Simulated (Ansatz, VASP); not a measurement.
# Two plane-wave programs on Ga3Se

POSCAR

```
Ga3Se
1.0
    4.4324650000      0.0000000000      0.0000000000
    0.0000000000      4.4324650000      0.0000000000
    0.0000000000      0.0000000000      4.4324650000
Se Ga
1 3
Direct
    0.0000000000      0.0000000000      0.0000000000
    0.5000000000      0.5000000000      0.0000000000
    0.5000000000      0.0000000000      0.5000000000
    0.0000000000      0.5000000000      0.5000000000
```

Contents of INCAR.step1:

```
  ALGO = Normal
  EDIFF = 1E-5
  ENCUT = 520
  GGA = PE
  ISIF = 2
  ISMEAR = -1
  KPAR = 4
  LASPH = True
  LCHARG = False
  LREAL = False
  LWAVE = True
  NBANDS = 30
  NELM = 80
  PREC = Accurate
  SIGMA = 0.05
```

File INCAR.step2:

```
  AEXX = 0.25
  ALGO = Normal
  EDIFF = 1E-6
  ENCUT = 520
  GGA = PE
  HFSCREEN = 0.2078699
  ISIF = 2
  ISMEAR = -1
  ISTART = 1
  KPAR = 4
  LASPH = True
  LCHARG = False
  LHFCALC = True
  LREAL = False
  LWAVE = False
  NBANDS = 30
  NELM = 80
  PREC = Accurate
  PRECFOCK = Normal
  SIGMA = 0.05
```

Contents of KPOINTS:

```
k-points
0
Gamma
  4 4 4
```

The input input.yaml:

```yaml
crystal:
  lattice:
    - [4.432465, 0.0, 0.0]
    - [0.0, 4.432465, 0.0]
    - [0.0, 0.0, 4.432465]
  atoms:
    - { symbol: Se, position: [0.0, 0.0, 0.0] }
    - { symbol: Ga, position: [0.5, 0.5, 0.0] }
    - { symbol: Ga, position: [0.5, 0.0, 0.5] }
    - { symbol: Ga, position: [0.0, 0.5, 0.5] }
hamiltonian:
  xc:
    exchange: pbe
    correlation: pbe
    exx: { coeff: 0.25, omega: 0.2078699 }
  pseudopotentials: { kind: paw }
kpoints:
  mp_grid: { grid: [4, 4, 4] }
scf:
  occupations: { method: fermi_dirac, width: 0.05 }
output:
  forces: true
  stress: true
  eigenvalues: true
  write_density: true
  write_potential: true
  elf: true
  volumetric_format: npy
```

Alike in both runs: task single point; functional PBE-based screened hybrid; k mesh 4 × 4 × 4; occupations fermi-dirac, width 0.05 eV; no spin polarisation.

|  | VASP | Ansatz |
| --- | --- | --- |
| version | VASP 6.6.1 | Ansatz 0.2.0 |
| potentials or method | VASP PAW PBE potentials, release 64 (Se, Ga_d) | Ansatz PAW |
| plane-wave cutoff (eV) | 520 | 420 |
| valence electrons in the cell | 45 | 55 |

```tsv
	VASP	Ansatz	Ansatz less VASP
gap on the k mesh at the Fermi level (eV)	none	none	-
pressure (GPa)	-0.8	-0.9	-0.06
```

VASP's potentials were made for PBE, not for PBE-based screened hybrid. A gap of «none» marks a metal or a gap that the smearing closes. VASP's potentials hold 45 valence electrons a cell and Ansatz's 55, so a difference there can come from the potentials and not from the codes.
